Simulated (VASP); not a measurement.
# B4Te (P-1) in VASP: single point with PBE

Aim: the single point of B4Te with PBE.

All numbers are computed with VASP 6.6.1; they aren't measurements. Logs are shortened: lines on timing, memory, paths and dates and some standing lists are left out, and cuts for length are marked.

## 1. The cell of the first run

The typed cell holds 5 atoms: a = 2.921 Å, b = 4.483 Å, c = 6.275 Å, α = 90.00°, β = 64.18°, γ = 109.22°.

## 2. Single point, PBE

INCAR

```
  ALGO = Normal
  EDIFF = 1E-7
  ENCUT = 520
  GGA = PE
  ISIF = 2
  ISMEAR = 0
  LASPH = T
  LCHARG = F
  LREAL = F
  LWAVE = F
  NBANDS = 17
  NELM = 60
  PREC = Accurate
  SIGMA = 0.1
```

KPOINTS

```
k-points
0
Gamma
  6 4 4
```

POSCAR

```
B4Te
1.0
    2.8293678408     -0.5259192775      0.5003544124
   -0.6372283540      4.4225925038     -0.3659583327
    1.9159887426      0.7661577238      5.9255683926
B Te
4 1
Direct
    0.6859554044      0.4064564091      1.0177649776
    0.0595589441      0.1858448519      1.0333530009
    0.9404410559      0.8141551481     -0.0333530009
    0.3140445956      0.5935435909     -0.0177649776
    0.5000000000      0.0000000000      0.5000000000
```

Potentials or basis: VASP PAW PBE potentials, release 64 (B, Te).

On the command line:

```console
cat potpaw_PBE.64/B/POTCAR potpaw_PBE.64/Te/POTCAR > POTCAR
mpirun -np 1 vasp_std > vasp.out
```

OUTCAR:

```text
EDIFF = 1E-7
   ENCUT = 520
   GGA = PE
   ISIF = 2
   ISMEAR = 0
   LASPH = T
   LREAL = F
   NELM = 60
   PREC = Accurate

 ion  position               nearest neighbor table
   1  0.686  0.406  0.018-   4 1.66   4 1.66   3 1.70   2 1.73   2 1.73
   2  0.060  0.186  0.033-   3 1.68   4 1.70   1 1.73   1 1.73   5 2.62
   3  0.940  0.814  0.967-   2 1.68   1 1.70   4 1.73   4 1.73   5 2.62
   4  0.314  0.594  0.982-   1 1.66   1 1.66   2 1.70   3 1.73   3 1.73
   5  0.500  0.000  0.500-   2 2.62   3 2.62

  LATTYP: Found a triclinic cell.
 ALAT       =     2.9210046222
 B/A-ratio  =     2.1480901866
 C/A-ratio  =     1.5348231083
 COS(alpha) =     0.0000366179
 COS(beta)  =     0.3292720138
 COS(gamma) =     0.4355602768

  Lattice vectors:

 A1 = (   2.8293678408,  -0.5259192775,   0.5003544124)
 A2 = (   1.9159887426,   0.7661577238,   5.9255683926)
 A3 = (   0.6372283540,  -4.4225925038,   0.3659583327)

Analysis of symmetry for initial positions (statically):
=====================================================================
 Subroutine PRICEL returns:
 Original cell was already a primitive cell.

 Routine SETGRP: Setting up the symmetry group for a
 triclinic supercell.

 Subroutine GETGRP returns: Found  2 space group operations
 (whereof  2 operations were pure point group operations)
 out of a pool of  2 trial point group operations.

The static configuration has the point symmetry S_2 .

Analysis of symmetry for dynamics (positions and initial velocities):
=====================================================================
 Subroutine PRICEL returns:
 Original cell was already a primitive cell.

 Routine SETGRP: Setting up the symmetry group for a
 triclinic supercell.

 Subroutine GETGRP returns: Found  2 space group operations
 (whereof  2 operations were pure point group operations)
 out of a pool of  2 trial point group operations.

The dynamic configuration has the point symmetry S_2 .

 Subroutine INISYM returns: Found  2 space group operations
 (whereof  2 operations are pure point group operations),
 and found     1 'primitive' translations

----------------------------------------------------------------------------------------

                                     Primitive cell

  volume of cell :      68.8396

  direct lattice vectors                    reciprocal lattice vectors
     2.829367841 -0.525919278  0.500354412     0.384760501  0.044665694 -0.130184601
    -0.637228354  4.422592504 -0.365958333     0.050838782  0.229619883 -0.046127487
     1.915988743  0.766157724  5.925568393    -0.029349377  0.010409572  0.176904160

  length of vectors
     2.921004622  4.483225394  6.274581364     0.408636388  0.239661465  0.179624127

  position of ions in fractional coordinates (direct lattice)
     0.685955404  0.406456409  0.017764978
     0.059558944  0.185844852  0.033353001
     0.940441056  0.814155148  0.966646999
     0.314044596  0.593543591  0.982235022
     0.500000000  0.000000000  0.500000000

  ion indices of the primitive-cell ions
   primitive index   ion index
                 1           1
                 2           2
                 3           3
                 4           4
                 5           5

----------------------------------------------------------------------------------------

 KPOINTS: k-points

Automatic generation of k-mesh.
 Grid dimensions read from file:
 generate k-points for:    6    4    4

 Generating k-lattice:

  Cartesian coordinates                     Fractional coordinates (reciprocal lattice)
     0.064126750  0.007444282 -0.021697433     0.166666667 -0.000000000  0.000000000
     0.012709696  0.057404971 -0.011531872     0.000000000  0.250000000  0.000000000
    -0.007337344  0.002602393  0.044226040     0.000000000 -0.000000000  0.250000000

  Length of vectors
     0.068106065  0.059915366  0.044906032

  Shift w.r.t. Gamma in fractional coordinates (k-lattice)
     0.000000000  0.000000000  0.000000000

 Subroutine IBZKPT returns following result:
 ===========================================

 Found     52 irreducible k-points:

 Following reciprocal coordinates:
            Coordinates               Weight
  0.000000  0.000000  0.000000      1.000000
  0.166667 -0.000000  0.000000      2.000000
  0.333333 -0.000000 -0.000000      2.000000
  0.500000 -0.000000  0.000000      1.000000
  0.000000  0.250000  0.000000      2.000000
  0.166667  0.250000  0.000000      2.000000
[... 16 lines left out ...]
  0.333333  0.250000  0.250000      2.000000
  0.500000  0.250000  0.250000      2.000000
 [... further k-points ...]
   k-points           NKPTS =     52   k-points in BZ     NKDIM =     52   number of bands    NBANDS=     17
   number of dos      NEDOS =    301   number of ions     NIONS =      5
   total plane-waves  NPLWV =  41472
   dimension x,y,z NGX =    24 NGY =   36 NGZ =   48
   dimension x,y,z NGXF=    48 NGYF=   72 NGZF=   96
   ions per type =               4   1
   NGX,Y,Z   is equivalent  to a cutoff of  13.66, 13.35, 12.72 a.u.
   NGXF,Y,Z  is equivalent  to a cutoff of  27.32, 26.70, 25.44 a.u.
 SYSTEM =  unknown system
   PREC   = accura    normal or accurate (medium, high low for compatibility)
   ISTART =      0    job   : 0-new  1-cont  2-samecut
   ICHARG =      2    charge: 1-file 2-atom 10-const
   ISPIN  =      1    spin polarized calculation?
   LNONCOLLINEAR =      F non collinear calculations
   LSORBIT =      F    spin-orbit coupling
   LASPH  =      T    aspherical Exc in radial PAW
   ENCUT  =  520.0 eV  38.22 Ry    6.18 a.u.   5.43  8.34 11.67*2*pi/ulx,y,z
   NELM   =     60;   NELMIN=  2; NELMDL= -5     # of ELM steps
   EDIFF  = 0.1E-06   stopping-criterion for ELM
   LREAL  =      F    real-space projection
   EDIFFG = 0.1E-05   stopping-criterion for IOM
   NSW    =      0    number of steps for IOM
   IBRION =     -1    ionic relax: 0-MD 1-quasi-New 2-CG
   NFREE  =      0    steps in history (QN), initial steepest desc. (CG)
   ISIF   =      2    stress and relaxation
   ISYM   =      2    0-nonsym 1-usesym 2-fastsym
   POTIM  = 0.5000    time-step for ionic-motion
   TEBEG  =    0.0;   TEEND  =   0.0 temperature during run
   PSTRESS=    0.0 pullay stress
   NELECT =      18.0000    total number of electrons
   NUPDOWN=      -1.0000    fix difference up-down
   EMIN   =  10.00;   EMAX   =-10.00  energy-range for DOS
   EFERMI =   0.00;   METHOD = LEGACY
   ISMEAR =     0;   SIGMA  =   0.10  broadening in eV -4-tet -1-fermi 0-gaus
   EFERMI_NEDOS =   21; number of points for ismear=-14 and -15
   IALGO  =     38    algorithm
   IMIX   =      4    mixing-type and parameters
     AMIX     =   0.40;   BMIX     =  1.00
     AMIX_MAG =   1.60;   BMIX_MAG =  1.00
  volume/ion in A,a.u.               =      13.77        92.91
  Fermi-wavevector in a.u.,A,eV,Ry     =   1.046854  1.978268 14.910678  1.095904
  Thomas-Fermi vector in A             =   2.181710
   LORBIT       =      0    0 simple, 1 ext, 2 COOP (PROOUT), +10 PAW based schemes
   GGA     = PE    functional components
   LHFCALC =     F    Hartree Fock is set to
   AEXX    =    0.0000 exact exchange contribution
   IVDW    =     0    specifies the selected vdW correction
   LEPSILON=     F    determine dielectric tensor
   LRPA    =     F    only Hartree local field effects (RPA)
 non-spin polarized calculation
 Gauss-broadening in eV      SIGMA  =   0.10
  energy-cutoff  :      520.00
  volume of cell :       68.84
 maximum number of plane-waves:      1881
 NGX is ok and might be reduce to    24
   NGX = 11   NGY = 17   NGZ = 23

 number of electron      18.0000000 magnetization

 Free energy of the ion-electron system (eV)
  ---------------------------------------------------
  ext. energy  EPLUGINS =         0.00000000
  ---------------------------------------------------
  free energy    TOTEN  =       -28.23909014 eV

  energy without entropy =      -28.23226890  energy(sigma->0) =      -28.23567952

 E-fermi :   5.0050     XC(G=0):  -9.8619

 val. band max:        4.9824966028   @ k =  -0.1667   0.5000   0.2500
 cond. band min:       5.0051391474   @ k =   0.1667   0.5000   0.2500
 fundamental gap:      0.0226425446
 Fermi energy:         5.0050225181

 k-point     1 :       0.0000    0.0000    0.0000
  band No.  band energies     occupation
      1      -9.3445      2.00000
      2      -6.9723      2.00000
      3      -3.0660      2.00000
      4      -1.5291      2.00000
      5      -1.1974      2.00000
      6       0.4894      2.00000
[... 9 lines left out ...]
     16      13.2899      0.00000
     17      14.9155      0.00000

 k-point     2 :       0.1667   -0.0000    0.0000
  band No.  band energies     occupation
      1      -8.8718      2.00000
      2      -6.8188      2.00000
      3      -2.9000      2.00000
      4      -1.6362      2.00000
      5      -0.6835      2.00000
      6       0.3098      2.00000
[... 9 lines left out ...]
     16      12.8427      0.00000
     17      14.3008      0.00000

 k-point     3 :       0.3333   -0.0000   -0.0000
  band No.  band energies     occupation
      1      -7.6433      2.00000
      2      -5.9593      2.00000
      3      -3.9940      2.00000
      4      -1.7778      2.00000
      5       0.1338      2.00000
      6       1.1485      2.00000
[... 9 lines left out ...]
     16      13.3520      0.00000
     17      14.0817      0.00000

 k-point     4 :       0.5000   -0.0000    0.0000
  band No.  band energies     occupation
      1      -6.1258      2.00000
      2      -5.9551      2.00000
      3      -4.5826      2.00000
      4      -1.2272      2.00000
      5      -1.1418      2.00000
      6      -0.3924      2.00000
[... 9 lines left out ...]
     16      11.9715      0.00000
     17      14.4840      0.00000
[... 343 lines left out ...]
      1      -8.5333      2.00000
      2      -6.9100      2.00000
      3      -4.1643      2.00000
      4      -1.2334      2.00000
      5      -0.6225      2.00000
      6       1.5342      2.00000
[... 9 lines left out ...]
     16      12.6921      0.00000
     17      13.2935      0.00000

 k-point    23 :       0.3333    0.2500    0.2500
  band No.  band energies     occupation
      1      -7.3227      2.00000
      2      -6.1590      2.00000
      3      -4.0591      2.00000
      4      -2.5528      2.00000
      5       0.8194      2.00000
      6       1.3160      2.00000
[... 9 lines left out ...]
     16      12.8694      0.00000
     17      14.2907      0.00000

 k-point    24 :       0.5000    0.2500    0.2500
  band No.  band energies     occupation
      1      -6.3242      2.00000
      2      -5.8351      2.00000
      3      -4.4454      2.00000
      4      -1.8744      2.00000
      5      -0.2413      2.00000
      6       0.2924      2.00000
[... 9 lines left out ...]
     16      12.2746      0.00000
     17      12.9122      0.00000

 [... further k-points ...]
[... 5 lines left out ...]
  --------------------------------------------------------------------------------------
  -------------------------------------------------------------------------------------
  Total       -0.0035165      0.0012908      0.0903441     -0.0021667     -0.0856879      0.0577611
  in kB       -0.0818424      0.0300415      2.1026755     -0.0504279     -1.9943061      1.3443361
  external PRESSURE =       0.6836248 kB  Pullay stress =       0.0000000 kB

 VOLUME and BASIS-vectors are now :
 -----------------------------------------------------------------------------
  energy-cutoff  :      520.00
  volume of cell :       68.84
      direct lattice vectors                 reciprocal lattice vectors
     2.829367841 -0.525919278  0.500354412     0.384760501  0.044665694 -0.130184601
    -0.637228354  4.422592504 -0.365958333     0.050838782  0.229619883 -0.046127487
     1.915988743  0.766157724  5.925568393    -0.029349377  0.010409572  0.176904160

 POSITION                                       TOTAL-FORCE (eV/Angst)
 -----------------------------------------------------------------------------------
      1.71585      1.45044      0.29974        -0.009534     -0.005467     -0.006173
      0.11399      0.81615      0.15942        -0.011628     -0.024260     -0.015422
      3.99414      3.84668      5.90054         0.011628      0.024260      0.015422
      2.39228      3.21239      5.76022         0.009534      0.005467      0.006173
      2.37268      0.12012      3.21296         0.000000     -0.000000      0.000000
 -----------------------------------------------------------------------------------
    total drift:                               -0.000000     -0.000000      0.000000

  FREE ENERGIE OF THE ION-ELECTRON SYSTEM (eV)
  ---------------------------------------------------
  free  energy   TOTEN  =       -28.2390901368 eV

  energy  without entropy=      -28.2322689002  energy(sigma->0) =      -28.23567952
```

Wall time 46 s (1 thread of Oxide Virtual Turin-like, shared host); peak memory 0.19 GiB.

What came out:

| Property | Result |
| --- | --- |
| Free energy | -28.2391 eV |
| Pressure | 0.1 GPa |
| Largest force | 0.031 eV/Å |
| Band gap on the k mesh | zero (band 9 reaches 7.33 eV, above the bottom of band 10 at 3.53 eV) |

Forces in eV/Å, atoms in the order of the input:
```
B   -0.010 -0.005 -0.006
B   -0.012 -0.024 -0.015
B    0.012  0.024  0.015
B    0.010  0.005  0.006
Te   0.000  0.000  0.000
```

Stress tensor (GPa, compression positive):
```
-0.01 -0.01  0.13
-0.01  0.00 -0.20
 0.13 -0.20  0.21
```

Caveat: the k points lie up to 0.43 Å⁻¹ apart; spin-orbit coupling is left out, which moves the levels of the heavy elements.
